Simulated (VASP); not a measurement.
# In4O (P4/mmm) in VASP: further runs, part 2 of 2

VASP 6.6.1.

## (5) Relaxation of cell and atoms, PBE

This run uses another cell than the first one, of 25.05 Å³/atom.

The input, INCAR:

```
SYSTEM = In4O
ALGO = Normal ; EDIFF = 1E-7
EDIFFG = -0.04 ; ENCUT = 600
GGA = PE ; IBRION = 2
ISIF = 3 ; ISMEAR = 0
LASPH = .TRUE. ; LCHARG = .FALSE.
LREAL = .FALSE. ; LWAVE = .FALSE.
NELM = 60 ; NSW = 90
PREC = Accurate ; SIGMA = 0.1
```

The input, KPOINTS:

```
k-points
0
G
  4 4 4
  0 0 0
```

The input, POSCAR:

```
In4O
1.0
    4.4249422775      0.0000000000      0.0000000000
    0.0000000000      4.4249422775      0.0000000000
    0.0000000000      0.0000000000      6.3955201731
In O
4 1
Direct
    0.0000000000      0.5000000000      0.7556576662
    0.5000000000      0.0000000000      0.7556576662
    0.0000000000      0.5000000000      0.2443423338
    0.5000000000      0.0000000000      0.2443423338
    0.0000000000      0.0000000000      0.0000000000
```

Potentials or basis: VASP PAW PBE potentials, release 64 (In_d, O).

On the command line:

```sh
$ cat potpaw_PBE.64/In_d/POTCAR potpaw_PBE.64/O/POTCAR > POTCAR
$ mpirun -np 1 vasp_std > vasp.out
```

OUTCAR:

```text
SYSTEM = In4O
   EDIFF = 1E-7
   EDIFFG = -0.04
   ENCUT = 600
   GGA = PE
   IBRION = 2
   ISIF = 3
   ISMEAR = 0
   LASPH = .TRUE.
   LREAL = .FALSE.
   NELM = 60
   NSW = 90
   PREC = Accurate

 ion  position               nearest neighbor table
   1  0.000  0.500  0.756-   5 2.71   5 2.71   3 3.13   2 3.13   2 3.13   2 3.13   2 3.13   3 3.27

   2  0.500  0.000  0.756-   5 2.71   5 2.71   4 3.13   1 3.13   1 3.13   1 3.13   1 3.13   4 3.27

   3  0.000  0.500  0.244-   5 2.71   5 2.71   1 3.13   4 3.13   4 3.13   4 3.13   4 3.13   1 3.27

   4  0.500  0.000  0.244-   5 2.71   5 2.71   2 3.13   3 3.13   3 3.13   3 3.13   3 3.13   2 3.27

   5  0.000  0.000  0.000-   1 2.71   2 2.71   3 2.71   4 2.71   1 2.71   3 2.71   2 2.71   4 2.71

  LATTYP: Found a simple tetragonal cell.
 ALAT       =     4.4249422775
 C/A-ratio  =     1.4453341472

  Lattice vectors:

 A1 = (   4.4249422775,   0.0000000000,   0.0000000000)
 A2 = (   0.0000000000,   4.4249422775,   0.0000000000)
 A3 = (   0.0000000000,   0.0000000000,   6.3955201731)

Analysis of symmetry for initial positions (statically):
=====================================================================
 Subroutine PRICEL returns:
[... 160 lines left out ...]
   NGX = 17   NGY = 17   NGZ = 25

--------------------------------------- Ionic step        1  -------------------------------------------

 number of electron      57.9999977 magnetization

 Free energy of the ion-electron system (eV)
  ---------------------------------------------------
  ext. energy  EPLUGINS =         0.00000000
  ---------------------------------------------------
  free energy    TOTEN  =       -15.92828410 eV

  energy without entropy =      -15.91311280  energy(sigma->0) =      -15.92069845

------------------------ aborting loop because EDIFF is reached ----------------------------------------

  FORCE on cell =-STRESS in cart. coord.  units (eV):
  Direction    XX          YY          ZZ          XY          YZ          ZX
  --------------------------------------------------------------------------------------
  -------------------------------------------------------------------------------------
  Total       -0.6534042     -0.6534042      0.6711606      0.0000000      0.0000000      0.0000000
  in kB       -8.3599066     -8.3599066      8.5870891      0.0000000      0.0000000      0.0000000
  external PRESSURE =      -2.7109080 kB  Pullay stress =       0.0000000 kB
[... 143 lines left out ...]
--------------------------------------- Ionic step        5  -------------------------------------------

 number of electron      57.9999976 magnetization

 Free energy of the ion-electron system (eV)
  ---------------------------------------------------
  ext. energy  EPLUGINS =         0.00000000
  ---------------------------------------------------
  free energy    TOTEN  =       -15.94327107 eV

  energy without entropy =      -15.93016265  energy(sigma->0) =      -15.93671686

 E-fermi :   6.1164     XC(G=0):  -9.7474

 val. band max:        5.8865778140   @ k =   0.5000   0.2500   0.5000
 cond. band min:       6.1221012933   @ k =   0.2500   0.2500   0.2500
 fundamental gap:      0.2355234793
 Fermi energy:         6.1163995556

 k-point     1 :       0.0000    0.0000    0.0000
  band No.  band energies     occupation
      1     -11.4700      2.00000
      2      -8.8586      2.00000
      3      -8.8317      2.00000
      4      -8.7882      2.00000
      5      -8.6418      2.00000
      6      -8.5980      2.00000
[... 687 lines left out ...]
  FREE ENERGIE OF THE ION-ELECTRON SYSTEM (eV)
  ---------------------------------------------------
  free  energy   TOTEN  =       -15.9432710660 eV

  energy  without entropy=      -15.9301626500  energy(sigma->0) =      -15.93671686

 reached required accuracy - stopping structural energy minimisation
```

OSZICAR:

```text
N       E                     dE             d eps       ncg     rms          rms(c)
DAV:   1     0.593990421745E+03    0.59399E+03   -0.30835E+04  1224   0.251E+03
DAV:   2     0.635273645915E+02   -0.53046E+03   -0.52460E+03  1224   0.549E+02
[... 62 lines left out ...]
DAV:   6    -0.159432739925E+02    0.43744E-04   -0.21550E-04  1750   0.813E-02    0.453E-02
DAV:   7    -0.159432781221E+02   -0.41297E-05   -0.10178E-04  1482   0.452E-02    0.267E-02
DAV:   8    -0.159432712251E+02    0.68970E-05   -0.18085E-05  1602   0.222E-02    0.760E-03
DAV:   9    -0.159432709235E+02    0.30160E-06   -0.26851E-06  1340   0.790E-03    0.371E-03
DAV:  10    -0.159432710357E+02   -0.11223E-06   -0.25796E-07  1052   0.252E-03    0.194E-03
DAV:  11    -0.159432710660E+02   -0.30208E-07   -0.47347E-08   630   0.134E-03
   5 F= -.15943271E+02 E0= -.15936717E+02  d E =-.869061E-03
```

It took 3.2 min on 1 thread of Intel Xeon 6975P-C (Granite Rapids), shared host; peak memory 0.3 GiB.

Results:

| Property | Result |
| --- | --- |
| Free energy | -15.9433 eV |
| Relaxed volume | 24.87 Å³/atom |
| Relaxed cell | a = 4.372 Å, b = 4.372 Å, c = 6.506 Å, α = 90.00°, β = 90.00°, γ = 90.00° |
| Space group after relaxing (to 0.1 Å) | P4/mmm (No. 123) |
| Energy gained by relaxing | 3.0 meV/atom |
| Ionic steps | 5 |
| Pressure after relaxing | 0.0 GPa |
| Largest force after relaxing | 0.013 eV/Å |
| Band gap on the k mesh | zero (bands 29 and 30 overlap by 4.22 eV) |

Forces in eV/Å, atoms in the order of the input:
```
In   0.000  0.000 -0.013
In   0.000  0.000 -0.013
In   0.000  0.000  0.013
In   0.000  0.000  0.013
O    0.000  0.000  0.000
```

Step by step:
```
step  energy change (eV)  largest force (eV/Å)  pressure (GPa)  volume (Å³)
   1              0.0000                0.0328           -0.27       125.23
   2             -0.0103                0.0357           -0.06       124.45
   3             -0.0140                0.0405            0.18       123.79
   4             -0.0141                0.0418            0.25       123.62
   5             -0.0150                0.0128           -0.02       124.34
```

Final structure:
```
In O
1.0
     4.37166    0.00000    0.00000
     0.00000    4.37166    0.00000
     0.00000    0.00000    6.50625
In O
4 1
Cartesian
  0.0000 2.1858 4.9105
  2.1858 4.3717 4.9105
  0.0000 2.1858 1.5957
  2.1858 0.0000 1.5957
  0.0000 0.0000 6.5062
```

Caveat: spin-orbit coupling is left out, which moves the levels of the heavy elements.

## (6) Single point, PBE

This run uses another cell than the first one, of 25.10 Å³/atom.

The input, INCAR:

```
SYSTEM = In4O
ALGO = Normal
EDIFF = 1E-7
ENCUT = 520
GGA = PE
ISIF = 2
ISMEAR = 0
LASPH = .True.
LCHARG = .True.
LELF = .True.
LREAL = .False.
LVHAR = .True.
LWAVE = .False.
NBANDS = 37
NELM = 100
PREC = Accurate
SIGMA = 0.1
```

The input, KPOINTS:

```
k-points
0
Gamma
  10 10 6
  0 0 0
```

The input, POSCAR:

```
In4O
1.0
    4.3960628314      0.0000000000      0.0000000000
    0.0000000000      4.3960628314      0.0000000000
    0.0000000000      0.0000000000      6.4937570967
In O
4 1
Direct
    0.0000000000      0.5000000000      0.7550932109
    0.5000000000      0.0000000000      0.7550932109
    0.0000000000      0.5000000000      0.2449067891
    0.5000000000      0.0000000000      0.2449067891
    0.0000000000      0.0000000000      0.0000000000
```

Potentials or basis: VASP PAW PBE potentials, release 64 (In_d, O).

On the command line:

```sh
$ cat potpaw_PBE.64/In_d/POTCAR potpaw_PBE.64/O/POTCAR > POTCAR
$ mpirun -np 1 vasp_std > vasp.out
```

It took 3.7 min on 1 thread of Intel Xeon 6975P-C (Granite Rapids), shared host; peak memory 0.43 GiB.

Results (log left out):

* Free energy: -15.8567 eV
* Pressure: 0.0 GPa
* Largest force: 0.006 eV/Å
* Band gap on the k mesh: zero (bands 29 and 30 overlap by 4.18 eV)

Forces in eV/Å, atoms in the order of the input:
```
In   0.000  0.000 -0.006
In   0.000  0.000 -0.006
In   0.000  0.000  0.006
In   0.000  0.000  0.006
O    0.000  0.000  0.000
```

Levels at points of the mesh, in eV from the Fermi level:
| k point | band 27 | band 28 | band 29 | band 30 | band 31 | band 32 |
| --- | --- | --- | --- | --- | --- | --- |
| (0.00, 0.00, 0.00) | -1.73 | -1.68 | 0.92 | 0.92 | 1.63 | 1.63 |
| (0.50, 0.00, 0.00) | -3.01 | -0.86 | -0.50 | 0.73 | 1.98 | 3.06 |
| (0.50, 0.50, 0.00) | -2.48 | -2.30 | -2.30 | -1.79 | -0.91 | 1.66 |
| (0.00, 0.00, 0.50) | -1.04 | -0.71 | 0.44 | 0.44 | 1.01 | 1.93 |
| (0.50, 0.00, 0.50) | -2.26 | -1.54 | 2.40 | 2.59 | 2.75 | 2.91 |
| (0.50, 0.50, 0.50) | -2.37 | -2.17 | -0.71 | -0.71 | -0.33 | 0.28 |

Caveat: spin-orbit coupling is left out, which moves the levels of the heavy elements.

## (7) Overview

| task | cell | k mesh | cutoff (eV) | gap on the mesh (eV) | pressure (GPa) | relaxed volume (Å³/atom) | largest force (eV/Å) |
| --- | --- | --- | --- | --- | --- | --- | --- |
| single point | a = 3.701, b = 3.701, c = 8.657 Å, 5 atoms, atomic positions A | 6 × 6 × 2 | 520 | none | 14.7 | - | 0.82 |
| single point | a = 4.425, b = 4.425, c = 6.396 Å, 5 atoms, atomic positions B | 6 × 6 × 2 | 520 | none | 0.0 | - | 0.02 |
| relaxation of cell and atoms | relaxed from a = 3.701, b = 3.701, c = 8.657 Å, 5 atoms, atomic positions A | 6 × 6 × 2 | 600 | none | 0.2 | 24.85 | 0.01 |
| relaxation of cell and atoms | relaxed from a = 4.425, b = 4.425, c = 6.396 Å, 5 atoms, atomic positions B | 4 × 4 × 4 | 600 | none | 0.0 | 24.87 | 0.01 |
| single point | a = 4.396, b = 4.396, c = 6.494 Å, 5 atoms, atomic positions C | 10 × 10 × 6 | 520 | none | 0.0 | - | 0.01 |

Alike in all rows: level PBE; potentials or basis VASP PAW PBE potentials, release 64 (In_d, O); no spin polarisation; smearing gaussian 0.1 eV.

Caveats: some runs use coarse meshes; spin-orbit coupling is left out, which moves the levels of the heavy elements; a cell axis changed by over 15 % at a fixed basis, so the end point is rough (at least some runs).

Total energies depend on the potentials used, so only differences within one code and one set of settings carry meaning.

The gap in the log of VASP goes by the Fermi energy; the results here count the filled bands.